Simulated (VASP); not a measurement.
Wanted: the native input for a VASP 6.6.1 run.

| Quantity | Value |
| --- | --- |
| Task | single point |
| Functional | PBE |
| Potentials or basis | VASP PAW PBE potentials, release 64 (Al, O) |
| Cutoff | 520 eV |
| k mesh | 5 × 5 × 5 |
| Occupations | fermi-dirac, width 0.05 eV |
| Spin | no spin polarisation |
| Dipole correction | no |
| Further INCAR settings | ALGO = Normal; EDIFF = 1e-07; NBANDS = 35 |

The structure of Al2O3 lies in POSCAR:

```
Al2O3
1.0
    2.3802500000      1.3742379782      4.3318666667
   -2.3802500000      1.3742379782      4.3318666667
    0.0000000000     -2.7484759565      4.3318666667
Al O
4 6
Direct
    0.8521600000      0.8521600000      0.8521600000
    0.6478400000      0.6478400000      0.6478400000
    0.1478400000      0.1478400000      0.1478400000
    0.3521600000      0.3521600000      0.3521600000
    0.0566800000      0.7500000000      0.4433200000
    0.7500000000      0.4433200000      0.0566800000
    0.4433200000      0.0566800000      0.7500000000
    0.9433200000      0.2500000000      0.5566800000
    0.2500000000      0.5566800000      0.9433200000
    0.5566800000      0.9433200000      0.2500000000
```

These files were run (other wordings do the same):

INCAR

```
PREC = Accurate ; ENCUT = 520
EDIFF = 1E-7 ; ISMEAR = -1
SIGMA = 0.05 ; LREAL = F
LASPH = T ; NELM = 100
ALGO = Normal ; ISIF = 2
LWAVE = F ; LCHARG = T
GGA = PE ; LELF = T
LVHAR = T ; NBANDS = 35
```

KPOINTS

```
Automatic mesh
0
Gamma
  5 5 5
```

Potentials or basis: VASP PAW PBE potentials, release 64 (Al, O).

Run with:

```sh
$ cat potpaw_PBE.64/Al/POTCAR potpaw_PBE.64/O/POTCAR > POTCAR
$ mpirun -np 1 vasp_std > vasp.out
```

It gave:

```json
{"Pressure": "7.2 GPa", "Largest force": "0.027 eV/Å", "Band gap on the k mesh": "6.22 eV"}
```

Caveat: the cell stands under pressure.

Run time: 58 s on 1 thread of AMD EPYC 9R45 96-Core Processor (Zen 5) (shared host), peak memory 0.2 GiB.
